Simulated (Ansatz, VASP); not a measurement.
## CdSe in VASP and in Ansatz

POSCAR

```
CdSe
1.0
    0.0000000000      3.0677809654      3.1904922040
    3.0677809654      0.0000000000      3.1904922040
    3.0677809654      3.0677809654      0.0000000000
Cd Se
1 1
Direct
    0.0000000000      0.0000000000      0.0000000000
    0.2500000000      0.2500000000      0.2500000000
```

Contents of INCAR.step1:

```
PREC     = Accurate       # precision mode
ENCUT    = 520            # plane-wave cutoff, eV
ISMEAR   = 0              # smearing method
SIGMA    = 0.01           # smearing width, eV
LREAL    = F              # projectors in reciprocal space
LASPH    = T              # aspherical terms in the spheres
NELM     = 80             # most SCF steps
NBANDS   = 16             # bands
GGA      = PE             # functional
ALGO     = Normal         # electronic algorithm
EDIFF    = 1E-4           # SCF threshold, eV
LWAVE    = T              # write WAVECAR
LCHARG   = F              # write CHGCAR
```

INCAR.step2

```
PREC     = Accurate       # precision mode
ENCUT    = 520            # plane-wave cutoff, eV
EDIFF    = 1E-6           # SCF threshold, eV
ISMEAR   = 0              # smearing method
SIGMA    = 0.01           # smearing width, eV
LREAL    = F              # projectors in reciprocal space
LASPH    = T              # aspherical terms in the spheres
NELM     = 80             # most SCF steps
ALGO     = Normal         # electronic algorithm
ISIF     = 2              # what is computed and relaxed
LWAVE    = F              # write WAVECAR
LCHARG   = F              # write CHGCAR
METAGGA  = R2SCAN         # meta-GGA
LMIXTAU  = T            
NBANDS   = 16             # bands
ISTART   = 1
```

Contents of KPOINTS:

```
regular mesh
0
Gamma
  8 8 8
```

Input for Ansatz:

```yaml
crystal:
  lattice:
    - [0.0, 3.0677809654, 3.190492204]
    - [3.0677809654, 0.0, 3.190492204]
    - [3.0677809654, 3.0677809654, 0.0]
  atoms:
    - { symbol: Cd, position: [0.0, 0.0, 0.0] }
    - { symbol: Se, position: [0.25, 0.25, 0.25] }
kpoints:
  mp_grid: { grid: [8, 8, 8] }
  band_path:
    path:
      - [0.0, 0.0, 0.0]
      - [-0.5, -0.5, 0.0]
      - [-0.375, -0.375, 0.25]
      - [-0.375, 0.0, 0.375]
      - [0.0, 0.0, 0.5]
      - [-0.5, -0.25, 0.25]
    npoints: 1
hamiltonian:
  xc: r2scan
scf:
  occupations: { method: fixed }
  n_extra_bands: 4
output:
  forces: true
  stress: true
  eigenvalues: true
```

Change from the starting cell: uniaxial_z strain +4.0%.

Alike in both runs: task single point; functional r2SCAN; k mesh 8 × 8 × 8; no spin polarisation.

```csv
,VASP,Ansatz
version,VASP 6.6.1,Ansatz 0.2.0
potentials or method,"VASP PAW PBE potentials, release 64 (Cd, Se)","plane waves, PAW"
plane-wave cutoff (eV),520,500
occupations,"gaussian, width 0.01 eV",fixed
valence electrons in the cell,18,36
```

Ansatz gave:

```
gap on the k mesh at the Fermi level (eV)                     : 0.90
pressure (GPa)                                                : -1.9
traceless stress, the component that is largest in VASP (GPa) : -0.54
```

Question: Which values does VASP return?

Answer: gap on the k mesh at the Fermi level (eV): 0.89; pressure (GPa): -1.7; traceless stress, the component that is largest in VASP (GPa): -0.54.

VASP's potentials were made for PBE, not for r2SCAN. VASP's potentials hold 18 valence electrons a cell and Ansatz's 36, so a difference there can come from the potentials and not from the codes.
